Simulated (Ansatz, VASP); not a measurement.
## Two plane-wave programs on Be3AgS4

The input INCAR:

```
SYSTEM = Be3AgS4
PREC = Accurate ; ENCUT = 520
EDIFF = 1E-6 ; ISMEAR = 0
SIGMA = 0.1 ; LREAL = .False.
LASPH = .True. ; NELM = 150
ALGO = Normal ; ISIF = 2
LWAVE = .False. ; LCHARG = .False.
ISPIN = 2 ; MAGMOM = 0 0 0 1 0 0 0 0
LORBIT = 11 ; LMAXMIX = 4
GGA = PE ; NBANDS = 34
```

Contents of KPOINTS:

```
Automatic mesh
0
Gamma
  4 4 4
  0 0 0
```

The input POSCAR:

```
Be3AgS4
1.0
    4.8472294391      0.0000000000      0.0000000000
    0.0000000000      4.8472294391      0.0000000000
    0.0000000000      0.0000000000      4.8472294391
Be Ag S
3 1 4
Direct
    0.0000000000      0.5000000000      0.5000000000
    0.5000000000      0.0000000000      0.5000000000
    0.5000000000      0.5000000000      0.0000000000
    0.5000000000      0.5000000000      0.5000000000
    0.5000000000      0.0000000000      0.0000000000
    0.0000000000      0.5000000000      0.0000000000
    0.0000000000      0.0000000000      0.5000000000
    0.0000000000      0.0000000000      0.0000000000
```

Input for Ansatz:

```yaml
crystal:
  lattice:
    - [4.8472294391, 0.0, 0.0]
    - [0.0, 4.8472294391, 0.0]
    - [0.0, 0.0, 4.8472294391]
  atoms:
    - { symbol: Be, position: [0.0, 0.5, 0.5] }
    - { symbol: Be, position: [0.5, 0.0, 0.5] }
    - { symbol: Be, position: [0.5, 0.5, 0.0] }
    - { symbol: Ag, position: [0.5, 0.5, 0.5], spin: 1.0 }
    - { symbol: S, position: [0.5, 0.0, 0.0] }
    - { symbol: S, position: [0.0, 0.5, 0.0] }
    - { symbol: S, position: [0.0, 0.0, 0.5] }
    - { symbol: S, position: [0.0, 0.0, 0.0] }
basis:
  ecutwfc: 420
kpoints:
  mp_grid: { grid: [4, 4, 4] }
hamiltonian:
  xc: pbe
scf:
  occupations: { method: gaussian, width: 0.1 }
  lower_state_search: "off"
output:
  forces: true
  stress: true
  eigenvalues: true
  populations: true
magnetization:
  spin_polarized: true
```

Alike in both runs: task single point; functional PBE; k mesh 4 × 4 × 4; occupations gaussian, width 0.1 eV; collinear spin.

|  | VASP | Ansatz |
| --- | --- | --- |
| version | VASP 6.6.1 | Ansatz 0.2.0 |
| potentials or method | VASP PAW PBE potentials, release 64 (Be, Ag, S), cutoff 520 eV | scalar-relativistic, plane waves, PAW |
| valence electrons in the cell | 41 | 49 |

```tsv
	VASP	Ansatz	Ansatz less VASP
gap on the k mesh at the Fermi level (eV)	none	none	-
pressure (GPa)	-0.1	0.0	+0.10
net moment per atom (μB)	0.00	0.00	0.000
```

A gap of «none» marks a metal or a gap that the smearing closes. VASP's potentials hold 41 valence electrons a cell and Ansatz's 49, so a difference there can come from the potentials and not from the codes. Ansatz's warnings: seeded moment not kept.
